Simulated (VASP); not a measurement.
# LiAl16O24 (a cell with a defect) (Li interstitial hop between voids) in VASP: further runs

Runs on LiAl16O24 (a cell with a defect) (Li interstitial hop between voids). Level: PBE. Tasks: single point.

Everything below comes from runs of VASP 6.6.1. Logs are shortened: lines on timing, memory, paths and dates and some standing lists are left out, and cuts for length are marked.

### Step 1. The cell of the first run

The cell holds a defect, 41 atoms: a = 5.181 Å, b = 10.361 Å, c = 10.361 Å, α = 55.29°, β = 55.29°, γ = 55.29°.

### Step 2. Single point, PBE

Contents of INCAR:

```
PREC = Accurate
ENCUT = 520
EDIFF = 1E-6
ISMEAR = -1
SIGMA = 0.01
LREAL = Auto
LASPH = True
NELM = 100
ALGO = Normal
ISIF = 2
LWAVE = False
LCHARG = False
GGA = PE
NELECT = 194.0
NBANDS = 124
```

Contents of KPOINTS:

```
Automatic mesh
0
Gamma
  1 1 1
  0.25 0.25 0.25
```

Contents of POSCAR:

```
LiAl16O24
1.0
    2.4039417600      1.3879164200      4.3742070900
   -4.8078835200      2.7758328500      8.7484141900
    0.0000000000     -5.5516656900      8.7484141900
Al O Li
16 24 1
Direct
    0.6192627466      0.3208117606      0.3456219926
    0.8480306311      0.4296961936      0.4268573757
    0.1490936369      0.0749301472      0.0730953724
    0.3742404681      0.1652744469      0.1841610765
    0.6384019697      0.3229887222      0.8174215695
    0.8314923721      0.4326095314      0.9029797442
    0.1422552945      0.0744484432      0.5774974705
    0.3445863663      0.1735419655      0.6831702009
    0.6497814433      0.8230379813      0.3257979318
    0.8493811293      0.9299326301      0.4270888579
    0.1485583716      0.5801843289      0.0759668081
    0.3497465371      0.6809458450      0.1753966938
    0.6471091671      0.8254338387      0.8233470923
    0.8510501763      0.9262123427      0.9272530891
    0.1465294924      0.5799573459      0.5681508068
    0.3468483918      0.6803720015      0.6733497186
    0.4457665329      0.0277379398      0.3797637849
    0.9417258432      0.1322166143      0.2780639304
    0.0641378558      0.3734750775      0.2240187795
    0.7477266914      0.2245302770      0.0249378617
    0.2357393660      0.2785208295      0.4775883407
    0.5494007094      0.4722355063      0.1251867702
    0.4437259660      0.0266109566      0.8772538538
    0.9413301859      0.1242155600      0.7801522094
    0.0461213883      0.3801941382      0.7142052911
    0.7390380720      0.2244955559      0.5332255901
    0.2472790090      0.2789221766      0.9594885994
    0.5469604997      0.4768372979      0.6225538941
    0.4442932214      0.5295831353      0.3728553261
    0.9433555299      0.6265205345      0.2783492374
    0.0537711623      0.8782770475      0.2223466303
    0.7514784971      0.7205720618      0.0293102925
    0.2474633145      0.7814770013      0.4708195838
    0.5545616340      0.9744432974      0.1264413155
    0.4253093224      0.5296540215      0.8756836408
    0.9345684923      0.6265601514      0.7769688320
    0.0535660976      0.8757957137      0.7228621107
    0.7473807585      0.7240399651      0.5273143431
    0.2490156812      0.7793951703      0.9727888838
    0.5529135322      0.9748434857      0.6260473046
    0.9650265310      0.3951908505      0.0815175009
```

Potentials or basis: VASP PAW PBE potentials, release 64 (Al, O, Li_sv).

Started as:

```
$ cat potpaw_PBE.64/Al/POTCAR potpaw_PBE.64/O/POTCAR potpaw_PBE.64/Li_sv/POTCAR > POTCAR
$ mpirun -np 1 vasp_std > vasp.out
```

OUTCAR:

```text
PREC = Accurate
   ENCUT = 520
   EDIFF = 1E-6
   ISMEAR = -1
   LREAL = Auto
   LASPH = True
   NELM = 100
   ISIF = 2
   GGA = PE
   NELECT = 194.0

 ion  position               nearest neighbor table
   1  0.619  0.321  0.346-  21 1.80  18 1.90  26 1.90  29 1.94  22 2.01  19 2.13  41 2.21   2 2.67
                             8 2.70  12 2.89   4 3.02   2 3.17  10 3.21
   2  0.848  0.430  0.427-  28 1.86  21 1.86  30 1.87  29 1.99  19 2.00  26 2.01   1 2.67  15 2.81
                            11 2.82   7 2.84   5 3.17   1 3.17   9 3.22
   3  0.149  0.075  0.073-  23 1.86  31 1.86  20 1.90  27 1.95  34 1.99  18 2.03   4 2.75  14 2.81
                            10 2.83   6 2.91  41 2.93   4 3.16   8 3.20  12 3.22
   4  0.374  0.165  0.184-  17 1.80  20 1.85  19 1.93  34 1.94  18 2.02  27 2.23  41 2.29   9 2.73
                             3 2.75   5 2.92   1 3.02   3 3.16   7 3.21
   5  0.638  0.323  0.817-  27 1.84  24 1.84  28 1.85  25 2.02  35 2.05  20 2.05   6 2.55   8 2.81
                            16 2.85   4 2.92  41 2.95   2 3.17  14 3.22   6 3.33
   6  0.831  0.433  0.903-  25 1.84  35 1.86  36 1.86  20 1.94  27 2.00  22 2.04  41 2.09   5 2.55
                            15 2.72  11 2.79   3 2.91  13 3.29  16 3.33   5 3.33
   7  0.142  0.074  0.577-  37 1.86  17 1.87  26 1.89  21 1.97  24 1.97  40 1.99   8 2.68  14 2.80
                            10 2.83   2 2.84   4 3.21  16 3.23   8 3.26
   8  0.345  0.174  0.683-  23 1.85  25 1.88  26 1.88  24 1.97  40 1.97  21 2.02   7 2.68   1 2.70
                            13 2.79   5 2.81   3 3.20   7 3.26  15 3.31
   9  0.650  0.823  0.326-  30 1.86  33 1.87  34 1.89  38 1.96  31 1.99  17 2.01  10 2.69   4 2.73
[... 25 lines left out ...]
  27  0.247  0.279  0.959-  41 1.68   5 1.84   3 1.95   6 2.00   4 2.23
  28  0.547  0.477  0.623-   5 1.85   2 1.86  15 1.97  16 1.99
  29  0.444  0.530  0.373-  15 1.86  12 1.87   1 1.94   2 1.99
  30  0.943  0.627  0.278-   9 1.86   2 1.87  11 1.95  12 2.00
  31  0.054  0.878  0.222-   3 1.86  12 1.87   9 1.99  10 2.00
  32  0.751  0.721  0.029-  12 1.86  11 1.87  14 2.00  13 2.01
  33  0.247  0.781  0.471-  10 1.87   9 1.87  16 1.97  15 1.97
  34  0.555  0.974  0.126-  14 1.89   9 1.89   4 1.94   3 1.99
  35  0.425  0.530  0.876-   6 1.86  16 1.88  11 1.91   5 2.05
  36  0.935  0.627  0.777-   6 1.86  13 1.87  15 2.00  16 2.02
  37  0.054  0.876  0.723-  16 1.86   7 1.86  13 1.98  14 1.99
  38  0.747  0.724  0.527-  15 1.86  16 1.87   9 1.96  10 2.01
  39  0.249  0.779  0.973-  14 1.87  13 1.88  11 1.94  12 1.98
  40  0.553  0.975  0.626-  13 1.87  10 1.87   8 1.97   7 1.99
  41  0.965  0.395  0.082-  27 1.68  22 1.68  19 1.69   6 2.09   1 2.21   4 2.29  11 2.54   3 2.93
                             5 2.95  12 2.98

  LATTYP: Found a base centered monoclinic cell.
 ALAT       =    14.1357249055
 B/A-ratio  =     0.6802457681
 C/A-ratio  =     0.3664920511
 COS(beta)  =    -0.1016821385

  Lattice vectors:

 A1 = (   7.2118252800,  -1.3879164300,  -4.3742071000)
 A2 = (   2.4039417600,   6.9395821100,  -4.3742071000)
 A3 = (   2.4039417600,   1.3879164200,   4.3742070900)

Analysis of symmetry for initial positions (statically):
=====================================================================
 Subroutine PRICEL returns:
 Original cell was already a primitive cell.

 Routine SETGRP: Setting up the symmetry group for a
 base centered monoclinic supercell.

 Subroutine GETGRP returns: Found  1 space group operations
 (whereof  1 operations were pure point group operations)
 out of a pool of  4 trial point group operations.

The static configuration has the point symmetry C_1 .

Analysis of symmetry for dynamics (positions and initial velocities):
=====================================================================
 Subroutine PRICEL returns:
 Original cell was already a primitive cell.

 Routine SETGRP: Setting up the symmetry group for a
 base centered monoclinic supercell.

 Subroutine GETGRP returns: Found  1 space group operations
 (whereof  1 operations were pure point group operations)
 out of a pool of  4 trial point group operations.

The dynamic configuration has the point symmetry C_1 .

 Subroutine INISYM returns: Found  1 space group operations
 (whereof  1 operations are pure point group operations),
 and found     1 'primitive' translations

----------------------------------------------------------------------------------------

                                     Primitive cell

  volume of cell :     350.2659

[... 56 lines left out ...]
                 4           4
                 5           5
                 6           6
[... 33 lines left out ...]
                40          40
                41          41

----------------------------------------------------------------------------------------

 KPOINTS: Automatic mesh

Automatic generation of k-mesh.
 Grid dimensions read from file:
 generate k-points for:    1    1    1

 Generating k-lattice:

  Cartesian coordinates                     Fractional coordinates (reciprocal lattice)
     0.207991728  0.120084080  0.076204287     1.000000000  0.000000000  0.000000000
    -0.103995864  0.060042040  0.038102144    -0.000000000  1.000000000  0.000000000
    -0.000000000 -0.120084080  0.038102144     0.000000000  0.000000000  1.000000000

  Length of vectors
     0.251967932  0.125983966  0.125983966

  Shift w.r.t. Gamma in fractional coordinates (k-lattice)
     0.250000000  0.250000000  0.250000000

 Subroutine IBZKPT returns following result:
 ===========================================

 Found      1 irreducible k-points:

 Following reciprocal coordinates:
            Coordinates               Weight
  0.250000  0.250000  0.250000      2.000000
   k-points           NKPTS =      1   k-points in BZ     NKDIM =      1   number of bands    NBANDS=    124
   number of dos      NEDOS =    301   number of ions     NIONS =     41
   total plane-waves  NPLWV = 256000
   dimension x,y,z NGX =    40 NGY =   80 NGZ =   80
   dimension x,y,z NGXF=    80 NGYF=  160 NGZF=  160
   ions per type =              16  24   1
   NGX,Y,Z   is equivalent  to a cutoff of  12.84, 12.84, 12.84 a.u.
   NGXF,Y,Z  is equivalent  to a cutoff of  25.67, 25.67, 25.67 a.u.
 SYSTEM =  unknown system
   PREC   = accura    normal or accurate (medium, high low for compatibility)
   ISTART =      0    job   : 0-new  1-cont  2-samecut
   ICHARG =      2    charge: 1-file 2-atom 10-const
   ISPIN  =      1    spin polarized calculation?
   LNONCOLLINEAR =      F non collinear calculations
   LSORBIT =      F    spin-orbit coupling
   LASPH  =      T    aspherical Exc in radial PAW
   ENCUT  =  520.0 eV  38.22 Ry    6.18 a.u.   9.63 19.27 19.27*2*pi/ulx,y,z
   NELM   =    100;   NELMIN=  2; NELMDL= -5     # of ELM steps
   EDIFF  = 0.1E-05   stopping-criterion for ELM
   LREAL  =      T    real-space projection
   EDIFFG = 0.1E-04   stopping-criterion for IOM
   NSW    =      0    number of steps for IOM
   IBRION =     -1    ionic relax: 0-MD 1-quasi-New 2-CG
   NFREE  =      0    steps in history (QN), initial steepest desc. (CG)
   ISIF   =      2    stress and relaxation
   ISYM   =      2    0-nonsym 1-usesym 2-fastsym
   POTIM  = 0.5000    time-step for ionic-motion
   TEBEG  =    0.0;   TEEND  =   0.0 temperature during run
   PSTRESS=    0.0 pullay stress
   NELECT =     194.0000    total number of electrons
   NUPDOWN=      -1.0000    fix difference up-down
   EMIN   =  10.00;   EMAX   =-10.00  energy-range for DOS
   EFERMI =   0.00;   METHOD = LEGACY
   ISMEAR =    -1;   SIGMA  =   0.01  broadening in eV -4-tet -1-fermi 0-gaus
   EFERMI_NEDOS =   21; number of points for ismear=-14 and -15
   IALGO  =     38    algorithm
   IMIX   =      4    mixing-type and parameters
     AMIX     =   0.40;   BMIX     =  1.00
     AMIX_MAG =   1.60;   BMIX_MAG =  1.00
  volume/ion in A,a.u.               =       8.54        57.65
  Fermi-wavevector in a.u.,A,eV,Ry     =   1.344444  2.540631 24.592943  1.807530
  Thomas-Fermi vector in A             =   2.472437
   LORBIT       =      0    0 simple, 1 ext, 2 COOP (PROOUT), +10 PAW based schemes
   GGA     = PE    functional components
   LHFCALC =     F    Hartree Fock is set to
   AEXX    =    0.0000 exact exchange contribution
   IVDW    =     0    specifies the selected vdW correction
   LEPSILON=     F    determine dielectric tensor
   LRPA    =     F    only Hartree local field effects (RPA)
 non-spin polarized calculation
  energy-cutoff  :      520.00
  volume of cell :      350.27
 maximum number of plane-waves:      9444
 NGX is ok and might be reduce to    40
   NGX = 19   NGY = 39   NGZ = 39

 number of electron     194.0000009 magnetization

 Free energy of the ion-electron system (eV)
  ---------------------------------------------------
  ext. energy  EPLUGINS =         0.00000000
  ---------------------------------------------------
  free energy    TOTEN  =      -308.44533384 eV

  energy without entropy =     -308.44533384  energy(sigma->0) =     -308.44533384

 E-fermi :   6.0999     XC(G=0): -11.5734

 val. band max:        5.8542741618   @ k =   0.2500   0.2500   0.2500
 cond. band min:      12.5554993859   @ k =   0.2500   0.2500   0.2500
 fundamental gap:      6.7012252241
 Fermi energy:         6.0999259684

 k-point     1 :       0.2500    0.2500    0.2500
  band No.  band energies     occupation
      1     -36.9767      2.00000
      2     -12.9016      2.00000
      3     -11.9774      2.00000
      4     -11.9180      2.00000
      5     -11.8960      2.00000
      6     -11.8260      2.00000
[... 101 lines left out ...]
    108      15.7375      0.00000
    109      15.7582      0.00000
 [bands above 109 left out]

------------------------ aborting loop because EDIFF is reached ----------------------------------------

  FORCE on cell =-STRESS in cart. coord.  units (eV):
  Direction    XX          YY          ZZ          XY          YZ          ZX
  --------------------------------------------------------------------------------------
  -------------------------------------------------------------------------------------
  Total       -4.8436577     -2.0440213      0.5684589      0.5160395     -3.5402969      2.4874379
  in kB      -22.1557365     -9.3497103      2.6002303      2.3604550    -16.1939365     11.3779753
  external PRESSURE =      -9.6350722 kB  Pullay stress =       0.0000000 kB

 VOLUME and BASIS-vectors are now :
 -----------------------------------------------------------------------------
  energy-cutoff  :      520.00
  volume of cell :      350.27
      direct lattice vectors                 reciprocal lattice vectors
     2.403941760  1.387916420  4.374207090     0.207991728  0.120084080  0.076204287
    -4.807883520  2.775832850  8.748414190    -0.103995864  0.060042040  0.038102144
     0.000000000 -5.551665690  8.748414190    -0.000000000 -0.120084080  0.038102144

 POSITION                                       TOTAL-FORCE (eV/Angst)
 -----------------------------------------------------------------------------------
     -0.05375     -0.16877      8.53902         0.090306      0.065232     -0.196135
     -0.02731     -0.00001     11.20295         0.025938     -0.049114     -0.062372
     -0.00184      0.00912      1.94715        -0.179629     -0.009758      0.051031
      0.10503     -0.04421      4.69401         0.065817     -0.098701     -0.048972
     -0.01821     -2.75544     12.76928         0.048534     -0.036110     -0.096706
     -0.08108     -2.65815     15.32141         0.068700     -0.168838     -0.200573
[... 33 lines left out ...]
     -3.35776     -0.00220     16.42381         0.032440     -0.014960     -0.011707
      0.41984      1.98380      8.39167        -0.517302      1.132471      1.383186
 -----------------------------------------------------------------------------------
    total drift:                                0.005149      0.000127     -0.000922

  FREE ENERGIE OF THE ION-ELECTRON SYSTEM (eV)
  ---------------------------------------------------
  free  energy   TOTEN  =      -308.4453338391 eV

  energy  without entropy=     -308.4453338391  energy(sigma->0) =     -308.44533384
```

Wall time 2 min (1 thread of Intel Xeon Platinum 8488C (Sapphire Rapids), shared host); peak memory 0.53 GiB.

Results:

- Free energy: -308.4453 eV
- Largest force: 1.861 eV/Å

Forces in eV/Å, atoms in the order of the input:
```
Al   0.090  0.065 -0.196
Al   0.026 -0.049 -0.062
Al  -0.180 -0.010  0.051
Al   0.066 -0.099 -0.049
Al   0.049 -0.036 -0.097
Al   0.069 -0.169 -0.201
Al   0.000 -0.039 -0.033
Al   0.005  0.011 -0.018
Al   0.003 -0.036 -0.010
Al   0.014  0.022 -0.008
Al   0.004  0.025  0.150
Al  -0.019 -0.048  0.091
Al   0.028 -0.021 -0.044
Al  -0.033 -0.032 -0.019
Al   0.025 -0.058 -0.042
Al   0.017 -0.031 -0.024
O   -0.001 -0.012 -0.040
O   -0.055  0.160 -0.051
O    0.085 -0.052  0.209
O   -0.015 -0.008 -0.194
O   -0.021 -0.055 -0.080
O    0.014 -0.064 -0.077
O   -0.003 -0.053 -0.021
O    0.027 -0.005 -0.073
O    0.038 -0.022 -0.079
O    0.045  0.021 -0.054
O    0.066 -0.014 -0.160
O    0.026 -0.010 -0.051
O    0.034 -0.012 -0.041
O    0.015 -0.021  0.018
O   -0.035 -0.012  0.024
O    0.057 -0.046 -0.027
O   -0.001 -0.032 -0.014
O    0.019 -0.059  0.002
O   -0.036 -0.098 -0.053
O    0.021 -0.126 -0.046
O    0.017 -0.054 -0.038
O    0.010 -0.017 -0.020
O    0.013 -0.023  0.004
O    0.032 -0.015 -0.012
Li  -0.517  1.132  1.383
```

Caveat: the k points lie up to 1.58 Å⁻¹ apart; the cell carries a net charge on a neutralising background, which shifts energy and pressure; the cell is charged against a uniform background, so pressure and absolute levels hang on convention; the cutoff is under 1.25 times the usual one of these potentials, so pressure, stress and relaxed cells hold a basis-set (Pulay) error.

### Step 3. Single point, PBE

Contents of INCAR:

```
SYSTEM = LiAl16O24
PREC = Accurate
ENCUT = 520
EDIFF = 1E-6
ISMEAR = -1
SIGMA = 0.01
LREAL = Auto
LASPH = .True.
NELM = 100
ALGO = Normal
ISIF = 2
LWAVE = .False.
LCHARG = .True.
GGA = PE
LELF = .True.
LVHAR = .True.
NBANDS = 124
NELECT = 194.0
```

KPOINTS is that of step 2.

Contents of POSCAR:

```
LiAl16O24
1.0
    2.4039417600      1.3879164200      4.3742070900
   -4.8078835200      2.7758328500      8.7484141900
    0.0000000000     -5.5516656900      8.7484141900
Al O Li
16 24 1
Direct
    0.6140927355      0.3266876506      0.3538732000
    0.8482651112      0.4309761074      0.4280469764
    0.1633798117      0.0630415755      0.0722958517
    0.3720281567      0.1709338461      0.1815341249
    0.6372321889      0.3265420352      0.8185399446
    0.8377417067      0.4447572958      0.8972122351
    0.1419745107      0.0746273186      0.5772292310
    0.3401508665      0.1735432793      0.6849472430
    0.6471664139      0.8237361308      0.3249027958
    0.8445223091      0.9281658816      0.4298577864
    0.1394062371      0.5745697589      0.0753744624
    0.3495785148      0.6776209067      0.1728449058
    0.6444199240      0.8263272082      0.8238558405
    0.8555494815      0.9248238041      0.9264730185
    0.1466317867      0.5819139053      0.5665950679
    0.3455806377      0.6815326771      0.6729574588
    0.4444801570      0.0285993640      0.3787483757
    0.9385552326      0.1239408391      0.2901848492
    0.0474739062      0.3731501602      0.2216648760
    0.7558167353      0.2254666546      0.0308983310
    0.2353252195      0.2794681104      0.4776579941
    0.5417241307      0.4766636402      0.1251115333
    0.4451924461      0.0263739153      0.8757725623
    0.9387674046      0.1255598569      0.7823266229
    0.0466998921      0.3812787504      0.7153383956
    0.7354347740      0.2250756202      0.5374088545
    0.2514696584      0.2806314686      0.9619372303
    0.5458386302      0.4774635799      0.6230925420
    0.4397136371      0.5317050557      0.3738818677
    0.9392279096      0.6260979871      0.2781419639
    0.0532964209      0.8750836983      0.2226436394
    0.7466776835      0.7232583007      0.0280458832
    0.2471354806      0.7815830576      0.4700108874
    0.5530051518      0.9754221703      0.1255525589
    0.4325489508      0.5305441522      0.8731542834
    0.9369421561      0.6324349089      0.7718528524
    0.0523885087      0.8771241870      0.7222079331
    0.7457912940      0.7245424772      0.5271615684
    0.2480501868      0.7788340102      0.9718483170
    0.5479798155      0.9751535250      0.6275005677
    0.8903682277      0.3025795775      0.1250666112
```

Potentials or basis: VASP PAW PBE potentials, release 64 (Al, O, Li_sv).

Started as:

```
$ cat potpaw_PBE.64/Al/POTCAR potpaw_PBE.64/O/POTCAR potpaw_PBE.64/Li_sv/POTCAR > POTCAR
$ mpirun -np 1 vasp_std > vasp.out
```

It took 2.3 min on 1 thread of Intel Xeon Platinum 8488C (Sapphire Rapids), shared host; peak memory 0.53 GiB.

The run converged. Its results:

* Free energy: -307.4841 eV
* Largest force: 0.086 eV/Å

Forces on the atoms (eV/Å):
```
Al   0.024 -0.019  0.045
Al   0.015 -0.015  0.012
Al  -0.003  0.038 -0.004
Al   0.023 -0.009 -0.002
Al   0.019 -0.014  0.003
Al  -0.016 -0.009  0.011
Al   0.010 -0.013 -0.003
Al  -0.026  0.000  0.007
Al  -0.002 -0.008  0.003
Al   0.034  0.003  0.003
Al   0.011  0.005  0.008
Al  -0.005 -0.028  0.026
Al  -0.005 -0.001 -0.014
Al  -0.027 -0.006  0.007
Al   0.002  0.004 -0.011
Al   0.005  0.017  0.010
O   -0.035  0.013 -0.014
O    0.037 -0.027  0.004
O    0.003  0.006 -0.008
O   -0.014 -0.007 -0.018
O   -0.044 -0.010 -0.029
O   -0.064  0.017 -0.012
O    0.012 -0.015  0.004
O   -0.027  0.008  0.007
O    0.037  0.005 -0.027
O    0.016  0.006  0.012
O    0.073  0.041  0.017
O    0.021 -0.003 -0.003
O   -0.011  0.005 -0.001
O   -0.008  0.008  0.008
O    0.020  0.001 -0.018
O    0.004  0.005 -0.002
O   -0.004 -0.011 -0.001
O    0.005  0.008  0.005
O   -0.022 -0.015 -0.015
O   -0.014  0.022  0.026
O    0.003 -0.011 -0.010
O   -0.005  0.006 -0.010
O    0.005  0.003 -0.001
O    0.008 -0.005  0.008
Li  -0.055  0.004 -0.024
```

Levels at points of the mesh, in eV from the Fermi level:
```csv
k point,band 95,band 96,band 97,band 98,band 99,band 100
"(0.25, 0.25, 0.25)",-0.53,-0.32,-0.27,6.42,8.31,8.61
```

Caveat: the k points lie up to 1.58 Å⁻¹ apart; the cell carries a net charge on a neutralising background, which shifts energy and pressure; the cell is charged against a uniform background, so pressure and absolute levels hang on convention; the cutoff is under 1.25 times the usual one of these potentials, so pressure, stress and relaxed cells hold a basis-set (Pulay) error.
